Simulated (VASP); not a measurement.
# TePt (R-3m) in VASP: relaxation of shape and atoms at fixed volume with PBEsol

Aim: the relaxation of shape and atoms at fixed volume of TePt with PBEsol.

All numbers are computed with VASP 6.6.1; they aren't measurements. Logs are shortened: lines on timing, memory, paths and dates and some standing lists are left out, and cuts for length are marked.

## 1. The cell of the first run

It takes space group R-3m (No. 166, trigonal). Conventional cell: a = 4.019 Å, b = 4.019 Å, c = 20.450 Å, α = 90.00°, β = 90.00°, γ = 120.00°. Within 3.7 Å of Te (site symmetry 3m) lie 6 Pt at 2.63 to 3.56 Å and 3 Te at 3.69 Å. Within 3.6 Å of Pt (site symmetry 3m) lie 6 Te at 2.63 to 3.56 Å and 3 Pt at 2.74 Å.

## 2. Relaxation of shape and atoms at fixed volume, PBEsol (23.84 Å³/atom)

INCAR

```
PREC = Accurate
ENCUT = 600
EDIFF = 1E-6
ISMEAR = 0
SIGMA = 0.1
LREAL = F
LASPH = T
NELM = 100
ALGO = Normal
ISIF = 4
LWAVE = F
LCHARG = F
GGA = PS
IBRION = 2
NSW = 50
EDIFFG = -0.01
```

KPOINTS

```
Automatic mesh
0
Gamma
  12 12 12
```

POSCAR

```
TePt
1.0
    2.0095132325      1.1601930057      6.8166720228
   -2.0095132325      1.1601930057      6.8166720228
    0.0000000000     -2.3203860115      6.8166720228
Te Pt
2 2
Direct
    0.5964650573      0.5964650573      0.5964650573
    0.4035349427      0.4035349427      0.4035349427
    0.8691837626      0.8691837626      0.8691837626
    0.1308162374      0.1308162374      0.1308162374
```

Potentials or basis: VASP PAW PBE potentials, release 64 (Te, Pt).

Command:

```console
$ cat potpaw_PBE.64/Te/POTCAR potpaw_PBE.64/Pt/POTCAR > POTCAR
$ mpirun -np 1 vasp_std > vasp.out
```

OUTCAR:

```text
PREC = Accurate
   ENCUT = 600
   EDIFF = 1E-6
   ISMEAR = 0
   LREAL = F
   LASPH = T
   NELM = 100
   ISIF = 4
   GGA = PS
   IBRION = 2
   NSW = 50
   EDIFFG = -0.01

 ion  position               nearest neighbor table
   1  0.596  0.596  0.596-   3 2.63   3 2.63   3 2.63   4 3.56   4 3.56   4 3.56
   2  0.404  0.404  0.404-   4 2.63   4 2.63   4 2.63   3 3.56   3 3.56   3 3.56
   3  0.869  0.869  0.869-   1 2.63   1 2.63   1 2.63   4 2.74   4 2.74   4 2.74   2 3.56   2 3.56
                             2 3.56
   4  0.131  0.131  0.131-   2 2.63   2 2.63   2 2.63   3 2.74   3 2.74   3 2.74   1 3.56   1 3.56
                             1 3.56

  LATTYP: Found a trigonal (rhomboedric) cell.
 ALAT       =     7.2007783405
 COS(alpha) =     0.8442411071

  Lattice vectors:

 A1 = (   2.0095132325,   1.1601930057,   6.8166720228)
 A2 = (  -2.0095132325,   1.1601930057,   6.8166720228)
 A3 = (   0.0000000000,  -2.3203860115,   6.8166720228)

Analysis of symmetry for initial positions (statically):
=====================================================================
 Subroutine PRICEL returns:
 Original cell was already a primitive cell.

 Routine SETGRP: Setting up the symmetry group for a
 trigonal (rhombohedral) supercell.

 Subroutine GETGRP returns: Found 12 space group operations
 (whereof 12 operations were pure point group operations)
 out of a pool of 12 trial point group operations.

The static configuration has the point symmetry D_3d.

Analysis of symmetry for dynamics (positions and initial velocities):
=====================================================================
 Subroutine PRICEL returns:
 Original cell was already a primitive cell.

 Routine SETGRP: Setting up the symmetry group for a
 trigonal (rhombohedral) supercell.

 Subroutine GETGRP returns: Found 12 space group operations
 (whereof 12 operations were pure point group operations)
 out of a pool of 12 trial point group operations.

The dynamic configuration has the point symmetry D_3d.

 Subroutine INISYM returns: Found 12 space group operations
 (whereof 12 operations are pure point group operations),
 and found     1 'primitive' translations

----------------------------------------------------------------------------------------
[... 102 lines left out ...]
   NFREE  =      1    steps in history (QN), initial steepest desc. (CG)
   ISIF   =      4    stress and relaxation
   ISYM   =      2    0-nonsym 1-usesym 2-fastsym
   POTIM  = 0.5000    time-step for ionic-motion
   TEBEG  =    0.0;   TEEND  =   0.0 temperature during run
   PSTRESS=    0.0 pullay stress
   NELECT =      32.0000    total number of electrons
   NUPDOWN=      -1.0000    fix difference up-down
   EMIN   =  10.00;   EMAX   =-10.00  energy-range for DOS
   EFERMI =   0.00;   METHOD = LEGACY
   ISMEAR =     0;   SIGMA  =   0.10  broadening in eV -4-tet -1-fermi 0-gaus
   EFERMI_NEDOS =   21; number of points for ismear=-14 and -15
   IALGO  =     38    algorithm
   IMIX   =      4    mixing-type and parameters
     AMIX     =   0.40;   BMIX     =  1.00
     AMIX_MAG =   1.60;   BMIX_MAG =  1.00
  volume/ion in A,a.u.               =      23.84       160.87
  Fermi-wavevector in a.u.,A,eV,Ry     =   1.137653  2.149853 17.609406  1.294255
  Thomas-Fermi vector in A             =   2.274358
   LORBIT       =      0    0 simple, 1 ext, 2 COOP (PROOUT), +10 PAW based schemes
   GGA     = PS    functional components
   LHFCALC =     F    Hartree Fock is set to
   AEXX    =    0.0000 exact exchange contribution
   IVDW    =     0    specifies the selected vdW correction
   LEPSILON=     F    determine dielectric tensor
   LRPA    =     F    only Hartree local field effects (RPA)
 conjugate gradient relaxation of ions
 non-spin polarized calculation
 Gauss-broadening in eV      SIGMA  =   0.10
  energy-cutoff  :      600.00
  volume of cell :       95.36
 maximum number of plane-waves:      3202
 NGX is ok and might be reduce to    60
   NGX = 29   NGY = 29   NGZ = 29

--------------------------------------- Ionic step        1  -------------------------------------------

 number of electron      32.0000001 magnetization

 Free energy of the ion-electron system (eV)
  ---------------------------------------------------
  ext. energy  EPLUGINS =         0.00000000
  ---------------------------------------------------
  free energy    TOTEN  =       -22.29085637 eV

  energy without entropy =      -22.28147976  energy(sigma->0) =      -22.28616806

------------------------ aborting loop because EDIFF is reached ----------------------------------------

  FORCE on cell =-STRESS in cart. coord.  units (eV):
  Direction    XX          YY          ZZ          XY          YZ          ZX
  --------------------------------------------------------------------------------------
  -------------------------------------------------------------------------------------
  Total       -3.1770718     -3.1770718     -2.5363155      0.0000000      0.0000000     -0.0000000
  in kB      -53.3817556    -53.3817556    -42.6156480      0.0000000      0.0000000     -0.0000000
  external PRESSURE =     -49.7930531 kB  Pullay stress =       0.0000000 kB
[... 177 lines left out ...]
--------------------------------------- Ionic step        6  -------------------------------------------

 number of electron      32.0000001 magnetization

 Free energy of the ion-electron system (eV)
  ---------------------------------------------------
  ext. energy  EPLUGINS =         0.00000000
  ---------------------------------------------------
  free energy    TOTEN  =       -22.31107530 eV

  energy without entropy =      -22.30060272  energy(sigma->0) =      -22.30583901

 E-fermi :   7.5801     XC(G=0): -10.7389

 val. band max:        7.5725922396   @ k =   0.5000   0.2500   0.1667
 cond. band min:       7.5840848002   @ k =  -0.3333   0.5000   0.1667
 fundamental gap:      0.0114925606
 Fermi energy:         7.5800936184

 k-point     1 :       0.0000    0.0000    0.0000
  band No.  band energies     occupation
      1      -5.4707      2.00000
      2      -4.2067      2.00000
      3       1.0759      2.00000
      4       2.1883      2.00000
      5       2.1883      2.00000
      6       2.8417      2.00000
[... 541 lines left out ...]
     19      10.0727      0.00000
     20      12.6392      0.00000

 [... further k-points ...]

------------------------ aborting loop because EDIFF is reached ----------------------------------------

  FORCE on cell =-STRESS in cart. coord.  units (eV):
  Direction    XX          YY          ZZ          XY          YZ          ZX
  --------------------------------------------------------------------------------------
  -------------------------------------------------------------------------------------
  Total       -1.6110628     -1.6110628     -1.6358833      0.0000000      0.0000000      0.0000000
  in kB      -27.0693785    -27.0693785    -27.4864178      0.0000000      0.0000000      0.0000000
  external PRESSURE =     -27.2083916 kB  Pullay stress =       0.0000000 kB
[... 19 lines left out ...]
  FREE ENERGIE OF THE ION-ELECTRON SYSTEM (eV)
  ---------------------------------------------------
  free  energy   TOTEN  =       -22.3110753014 eV

  energy  without entropy=      -22.3006027203  energy(sigma->0) =      -22.30583901

 reached required accuracy - stopping structural energy minimisation
```

CONTCAR:

```text
TePt
   1.00000000000000
     1.9944171878037202    1.1514773002324119    6.9202554025563119
    -1.9944171878037202    1.1514773002324119    6.9202554025563119
     0.0000000000000000   -2.3029546005523347    6.9202554025543241
  Te              Pt
     2     2
Direct
     0.5942826231588284    0.5942826231588284    0.5942826231588247
     0.4057173768411717    0.4057173768411717    0.4057173768411752
     0.8684289616432331    0.8684289616432331    0.8684289616432328
     0.1315710383567669    0.1315710383567669    0.1315710383567672

  0.00000000E+00  0.00000000E+00  0.00000000E+00
  0.00000000E+00  0.00000000E+00  0.00000000E+00
  0.00000000E+00  0.00000000E+00  0.00000000E+00
  0.00000000E+00  0.00000000E+00  0.00000000E+00
```

Wall time 54 min (1 thread of Intel Xeon Platinum 8488C (Sapphire Rapids), shared host); peak memory 0.82 GiB.

Results:

```
Free energy                  : -22.3111 eV
Energy gained by relaxing    : 5.1 meV/atom
Ionic steps                  : 6
Pressure after relaxing      : -2.7 GPa
Largest force after relaxing : 0.007 eV/Å
Band gap on the k mesh       : zero (bands 16 and 17 overlap by 2.41 eV)
```

Forces on the atoms (eV/Å):
```
Te   0.000  0.000 -0.007
Te   0.000  0.000  0.007
Pt   0.000  0.000 -0.003
Pt   0.000  0.000  0.003
```

Step by step:
| step | energy change (eV) | largest force (eV/Å) | pressure (GPa) | volume (Å³) |
| --- | --- | --- | --- | --- |
| 1 | 0.0000 | 0.3351 | -4.98 | 95.36 |
| 2 | -0.0113 | 0.1950 | -4.22 | 95.36 |
| 3 | -0.0172 | 0.1694 | -3.20 | 95.36 |
| 4 | -0.0173 | 0.1847 | -3.03 | 95.36 |
| 5 | -0.0200 | 0.0492 | -2.79 | 95.36 |
| 6 | -0.0202 | 0.0073 | -2.72 | 95.36 |

Final structure:
```yaml
crystal:
  lattice:
    - [1.99442, 1.15148, 6.92026]
    - [-1.99442, 1.15148, 6.92026]
    - [0.00000, -2.30295, 6.92026]
  atoms:
    - { symbol: Te, position: [0.59428, 0.59428, 0.59428] }
    - { symbol: Te, position: [0.40572, 0.40572, 0.40572] }
    - { symbol: Pt, position: [0.86843, 0.86843, 0.86843] }
    - { symbol: Pt, position: [0.13157, 0.13157, 0.13157] }
```

Caveat: the PAW data sets were made with another functional, which shifts forces and pressure a little; spin-orbit coupling is left out, which moves the levels of the heavy elements.
